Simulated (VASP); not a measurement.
Input of a VASP 6.6.1 run:

Contents of INCAR:

```
SYSTEM = Rh
  PREC = Accurate
  ENCUT = 520
  EDIFF = 1E-7
  ISMEAR = -1
  SIGMA = 0.08
  LREAL = .False.
  LASPH = .True.
  NELM = 60
  ALGO = Normal
  ISIF = 2
  LWAVE = .False.
  LCHARG = .False.
  GGA = PE
  NBANDS = 22
```

The input KPOINTS:

```
regular mesh
0
Gamma
  11 11 11
  0 0 0
```

File POSCAR:

```
Rh
1.0
    0.0000000000      2.7568266508      2.7568266508
    2.7568266508      0.0000000000      2.7568266508
    2.7568266508      2.7568266508      0.0000000000
Rh
2
Direct
    0.0000000000      0.0000000000      0.0000000000
    0.2500000000      0.2500000000      0.2500000000
```

Potentials or basis: VASP PAW PBE potentials, release 64 (Rh_pv).

Launch:

```bash
$ cat potpaw_PBE.64/Rh_pv/POTCAR > POTCAR
$ mpirun -np 1 vasp_std > vasp.out
```

Question: Predict the band gap on the k mesh.

Answer: Zero (bands 15 and 16 overlap by 1.12 eV).

Question: Predict the pressure.

Answer: 0.2 GPa.
